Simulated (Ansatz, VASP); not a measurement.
One calculation of KI, two programs

```
K I
1.0
     0.00000    3.70078    3.61266
     3.70078    0.00000    3.61266
     3.70078    3.70078    0.00000
K I
1 1
Direct
  0.00000 0.00000 0.00000
  0.50000 0.50000 0.50000
```

Change from the starting cell: strain +0.050 along x and y, +0.025 along z, atoms carried along.

Alike in both runs: task single point; functional PBE; k mesh 6 × 6 × 6; occupations gaussian, width 0.05 eV; no spin polarisation.

```csv
,VASP,Ansatz
version,VASP 6.6.1,Ansatz 0.2.0
potentials or method,"VASP PAW PBE potentials, release 64 (K_sv, I), cutoff 520 eV","scalar-relativistic, plane waves, PAW"
valence electrons in the cell,16,26
```

```tsv
	VASP	Ansatz	Ansatz less VASP
gap on the k mesh at the Fermi level (eV)	3.71	3.72	+0.004
least direct gap on the mesh (eV)	3.71	3.72	+0.004
pressure (GPa)	-0.6	-0.6	-0.02
traceless stress, the component that is largest in VASP (GPa)	0.23	0.23	-0.003
```

VASP's potentials hold 16 valence electrons a cell and Ansatz's 26, so a difference there can come from the potentials and not from the codes.

Spin-orbit coupling is off throughout.
